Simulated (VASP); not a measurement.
# CoSi2 (Fm-3m) in VASP: further runs, part 2 of 2

VASP 6.6.1. The steps go on from the part before.

### Step 4. Single point, PBEsol, collinear spin, ferromagnetic start (11.50 Å³/atom)

File INCAR:

```
PREC = Accurate
ENCUT = 520
EDIFF = 1E-7
ISMEAR = 0
SIGMA = 0.15
LREAL = False
LASPH = True
NELM = 150
ALGO = Normal
ISIF = 2
LWAVE = False
LCHARG = False
ISPIN = 2
MAGMOM = 0.825 0 0
LORBIT = 11
NUPDOWN = 0.825
LMAXMIX = 4
GGA = PS
NBANDS = 20
```

File KPOINTS:

```
regular mesh
0
Gamma
  14 14 14
```

File POSCAR:

```
CoSi2
1.0
    0.0000000000      2.5835250176      2.5835250176
    2.5835250176      0.0000000000      2.5835250176
    2.5835250176      2.5835250176      0.0000000000
Co Si
1 2
Direct
    0.0000000000      0.0000000000      0.0000000000
    0.2500000000      0.2500000000      0.2500000000
    0.7500000000      0.7500000000      0.7500000000
```

Potentials or basis: VASP PAW PBE potentials, release 64 (Co, Si).

On the command line:

```sh
$ cat potpaw_PBE.64/Co/POTCAR potpaw_PBE.64/Si/POTCAR > POTCAR
$ mpirun -np 1 vasp_std > vasp.out
```

OUTCAR:

```text
PREC = Accurate
   ENCUT = 520
   EDIFF = 1E-7
   ISMEAR = 0
   LREAL = False
   LASPH = True
   NELM = 150
   ISIF = 2
   ISPIN = 2
   LORBIT = 11
   NUPDOWN = 0.825
   GGA = PS

 ion  position               nearest neighbor table
   1  0.000  0.000  0.000-   3 2.24   3 2.24   3 2.24   2 2.24   3 2.24   2 2.24   2 2.24   2 2.24

   2  0.250  0.250  0.250-   1 2.24   1 2.24   1 2.24   1 2.24   3 2.58   3 2.58   3 2.58   3 2.58
                             3 2.58   3 2.58
   3  0.750  0.750  0.750-   1 2.24   1 2.24   1 2.24   1 2.24   2 2.58   2 2.58   2 2.58   2 2.58
                             2 2.58   2 2.58

  LATTYP: Found a face centered cubic cell.
 ALAT       =     5.1670500352

  Lattice vectors:

 A1 = (   0.0000000000,   2.5835250176,   2.5835250176)
 A2 = (   2.5835250176,   0.0000000000,   2.5835250176)
 A3 = (   2.5835250176,   2.5835250176,   0.0000000000)

Analysis of symmetry for initial positions (statically):
=====================================================================
[... 1308 lines left out ...]

  FORCE on cell =-STRESS in cart. coord.  units (eV):
  Direction    XX          YY          ZZ          XY          YZ          ZX
  --------------------------------------------------------------------------------------
  -------------------------------------------------------------------------------------
  Total        4.6898070      4.6898070      4.6898070     -0.0000000     -0.0000000      0.0000000
  in kB      217.8700532    217.8700532    217.8700532     -0.0000000     -0.0000000      0.0000000
  external PRESSURE =     217.8700532 kB  Pullay stress =       0.0000000 kB

 VOLUME and BASIS-vectors are now :
 -----------------------------------------------------------------------------
  energy-cutoff  :      520.00
  volume of cell :       34.49
      direct lattice vectors                 reciprocal lattice vectors
     0.000000000  2.583525018  2.583525018    -0.193534027  0.193534027  0.193534027
     2.583525018  0.000000000  2.583525018     0.193534027 -0.193534027  0.193534027
     2.583525018  2.583525018  0.000000000     0.193534027  0.193534027 -0.193534027

 POSITION                                       TOTAL-FORCE (eV/Angst)
 -----------------------------------------------------------------------------------
      0.00000      0.00000      0.00000        -0.000000      0.000000     -0.000000
      1.29176      1.29176      1.29176        -0.000000     -0.000000     -0.000000
      3.87529      3.87529      3.87529         0.000000      0.000000      0.000000
 -----------------------------------------------------------------------------------
    total drift:                               -0.000000     -0.000000      0.000000

  FREE ENERGIE OF THE ION-ELECTRON SYSTEM (eV)
  ---------------------------------------------------
  free  energy   TOTEN  =       -20.4601381439 eV

  energy  without entropy=      -20.4463635189  energy(sigma->0) =      -20.45325083

 total charge

# of ion       s       p       d       tot
------------------------------------------
    1        0.604   0.874   7.702   9.179
    2        0.719   0.947   0.000   1.666
    3        0.719   0.947   0.000   1.666
--------------------------------------------------
tot          2.043   2.767   7.702  12.511

 magnetization (x)

# of ion       s       p       d       tot
------------------------------------------
    1        0.011   0.132   0.344   0.487
    2        0.006   0.062   0.000   0.068
    3        0.006   0.062   0.000   0.068
--------------------------------------------------
tot          0.023   0.256   0.344   0.622
```

OSZICAR:

```text
N       E                     dE             d eps       ncg     rms          rms(c)
DAV:   1     0.696236460318E+02    0.69624E+02   -0.65068E+03  8432   0.828E+02
DAV:   2    -0.174538820115E+02   -0.87078E+02   -0.76440E+02  8856   0.192E+02
DAV:   3    -0.221032836070E+02   -0.46494E+01   -0.44826E+01  9932   0.465E+01
DAV:   4    -0.221777130354E+02   -0.74429E-01   -0.74271E-01  9760   0.536E+00
DAV:   5    -0.221797110981E+02   -0.19981E-02   -0.19978E-02 10304   0.921E-01    0.172E+01
DAV:   6    -0.252454434815E+02   -0.30657E+01   -0.16995E+01  9384   0.859E+01    0.172E+01
DAV:   7    -0.205526203040E+02    0.46928E+01   -0.87571E+00  9996   0.663E+01    0.421E+00
DAV:   8    -0.204916091998E+02    0.61011E-01   -0.40350E-01  9352   0.317E+00    0.200E+00
DAV:   9    -0.204605684614E+02    0.31041E-01   -0.47657E-02 10420   0.382E+00    0.799E-01
DAV:  10    -0.204602300684E+02    0.33839E-03   -0.27913E-03  9448   0.313E-01    0.318E-01
DAV:  11    -0.204601809592E+02    0.49109E-04   -0.56996E-04 10612   0.385E-01    0.712E-02
DAV:  12    -0.204601364331E+02    0.44526E-04   -0.15128E-04 11180   0.221E-01    0.196E-02
DAV:  13    -0.204601389179E+02   -0.24848E-05   -0.71914E-06  9640   0.158E-02    0.795E-03
DAV:  14    -0.204601382982E+02    0.61968E-06   -0.77795E-07 10240   0.154E-02    0.463E-03
DAV:  15    -0.204601381329E+02    0.16526E-06   -0.16671E-07  8352   0.389E-03    0.147E-03
DAV:  16    -0.204601381439E+02   -0.10973E-07   -0.37865E-08  5136   0.143E-03
   1 F= -.20460138E+02 E0= -.20453251E+02  d E =-.137746E-01  mag=     0.8250
```

It took 4.1 min on 1 thread of Intel Xeon 8259CL, shared host; peak memory 0.25 GiB.

What came out:

```
Free energy                                           : -20.4601 eV
Pressure                                              : 21.8 GPa
Net moment                                            : 0.82 μB per cell
Site moments                                          : Co +0.49; Si +0.07 μB
Valence electrons inside the program's atomic spheres : Co 9.18; Si 1.67
```

Caveat: the cell stands under pressure; the PAW data sets were made with another functional, which shifts forces and pressure a little; the total moment is fixed, so each spin has its own Fermi level and the state may be an excited one.

### Step 5. Summary

| fixed moment (μB) | pressure (GPa) | moment (μB) |
| --- | --- | --- |
| 2.2 | 37.9 | 2.20 |
| 0.55 | 20.8 | 0.55 |
| 0.825 | 21.8 | 0.82 |

Alike in all rows: task single point; level PBEsol; potentials or basis VASP PAW PBE potentials, release 64 (Co, Si); spin collinear, ferromagnetic start; cell as given; k mesh 14 × 14 × 14; cutoff (eV) 520; smearing gaussian 0.15 eV.

Caveats: the cell stands under pressure; the PAW data sets were made with another functional, which shifts forces and pressure a little; the total moment is fixed, so each spin has its own Fermi level and the state may be an excited one.

Total energies depend on the potentials used, so only differences within one code and one set of settings carry meaning.
